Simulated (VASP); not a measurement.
# K3TbTe2: single point with PBE

The system is K3TbTe2.

```
K Tb Te
1.0
     3.32413    1.91919    5.51030
    -3.32413    1.91919    5.51030
     0.00000   -3.83838    5.51030
K Tb Te
3 1 2
Direct
  0.00000 0.50000 0.50000
  0.50000 0.00000 0.50000
  0.50000 0.50000 0.00000
  0.50000 0.50000 0.50000
  0.87487 0.87487 0.87487
  0.12513 0.12513 0.12513
```

The cell was built from a structure type or drawn by symmetry, and may not be a known phase.

* Program: VASP 6.6.1
* Task: single point
* Functional: PBE
* Potentials or basis: VASP PAW PBE potentials, release 64 (K_sv, Tb_3, Te), 4f in core
* Cutoff: 500 eV
* k mesh: 3 × 3 × 3
* Occupations: gaussian, width 0.1 eV
* Spin: no spin polarisation

```yaml
Pressure: 0.2 GPa
Largest_force: 0.414 eV/Å
```

Forces in eV/Å, atoms in the order of the input:
```
K    0.000  0.000  0.000
K    0.000  0.000  0.000
K    0.000  0.000  0.000
Tb   0.000  0.000  0.000
Te   0.000  0.000 -0.414
Te   0.000  0.000  0.414
```

Stress tensor (GPa, compression positive):
```
-1.73  0.00  0.00
 0.00 -1.73  0.00
 0.00  0.00  4.15
```

Levels at points of the mesh, in eV from the Fermi level:
```csv
k point,band 22,band 23,band 24,band 25,band 26,band 27
"(0.00, 0.00, 0.00)",-1.54,-1.54,-1.40,-0.03,-0.03,0.58
```

Run time: 39 s on 1 thread of Intel(R) Xeon(R) Platinum 8488C (Sapphire Rapids) (shared host), peak memory 0.36 GiB.

Caveat: the k points lie up to 0.39 Å⁻¹ apart; spin-orbit coupling is left out, which moves the levels of the heavy elements; the 4f electrons are frozen in the core, so they carry no moment and show no levels. Spin polarisation is off, so any magnetic state and its effect on volume and gap are missing.
